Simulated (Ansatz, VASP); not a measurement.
# AlRu4 in VASP and in Ansatz

```
CELL_PARAMETERS angstrom
4.73418 0.00000 -0.00086
0.00000 4.33230 0.00000
-2.33735 0.00000 6.77861
ATOMIC_POSITIONS crystal
Al 0.25919 0.75000 0.19860
Al 0.74081 0.25000 0.80140
Ru 0.13473 0.25000 0.60008
Ru 0.86527 0.75000 0.39992
Ru 0.53202 0.25000 0.39963
Ru 0.05712 0.75000 0.79300
Ru 0.34781 0.25000 0.00850
Ru 0.46798 0.75000 0.60037
Ru 0.94288 0.25000 0.20700
Ru 0.65219 0.75000 0.99150
```

Alike in both runs: task single point; functional PBE; k mesh 8 × 8 × 6; occupations gaussian, width 0.1 eV; no spin polarisation.

```csv
,VASP,Ansatz
version,VASP 6.6.1,Ansatz 0.2.0
potentials or method,"VASP PAW PBE potentials, release 64 (Al, Ru_pv), cutoff 520 eV","scalar-relativistic, plane waves, PAW"
valence electrons in the cell,118,134
```

Ansatz gave:

```
gap on the k mesh at the Fermi level (eV) : none
pressure (GPa)                            : 0.0
```

Problem. Which values does VASP return?

Solution. gap on the k mesh at the Fermi level (eV): none; pressure (GPa): -0.1.

A gap of «none» marks a metal or a gap that the smearing closes. VASP's potentials hold 118 valence electrons a cell and Ansatz's 134, so a difference there can come from the potentials and not from the codes.
